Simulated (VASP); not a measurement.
Runs of VASP 6.6.1 on Ti. The structure is that of space group P6_3/mmc (No. 194), or close to it. The cells are those of the table. 

```csv
task,level,cell,k mesh,cutoff (eV),smearing,gap on the mesh (eV),pressure (GPa)
single point,PBEsol,"a = 2.900, b = 2.900, c = 4.591 Å, angles 90.0, 90.0, 120.0°, 2 atoms",12 × 12 × 8,520,gaussian 0.15 eV,none,-0.3
relaxation of shape and atoms at fixed volume,r2SCAN,"relaxed from a = 2.921, b = 2.921, c = 4.633 Å, angles 90.0, 90.0, 120.0°, 2 atoms",18 × 18 × 10,600,fermi-dirac 0.15 eV,none,2.1
single point,PBEsol,"a = 2.900, b = 2.900, c = 4.729 Å, angles 90.0, 90.0, 120.0°, 2 atoms",24 × 24 × 12,520,gaussian 0.1 eV,none,-3.7
single point,PBEsol,"a = 2.900, b = 2.900, c = 4.591 Å, angles 90.0, 90.0, 120.0°, 2 atoms",12 × 12 × 8,500,gaussian 0.1 eV,none,-0.3
single point,PBEsol,"a = 2.900, b = 2.900, c = 4.591 Å, angles 90.0, 90.0, 120.0°, 2 atoms",18 × 18 × 10,520,gaussian 0.1 eV,none,(a)
```

Alike in all rows: potentials or basis VASP PAW PBE potentials, release 64 (Ti_sv); no spin polarisation.

**Question.** Fill in the values left out.

**Answer.** (a) -0.4.

Caveats: the PAW data sets were made with another functional, which shifts forces and pressure a little; the cell stands under tension (at least some runs).

A gap of «none» marks levels without a gap at the run's occupations.
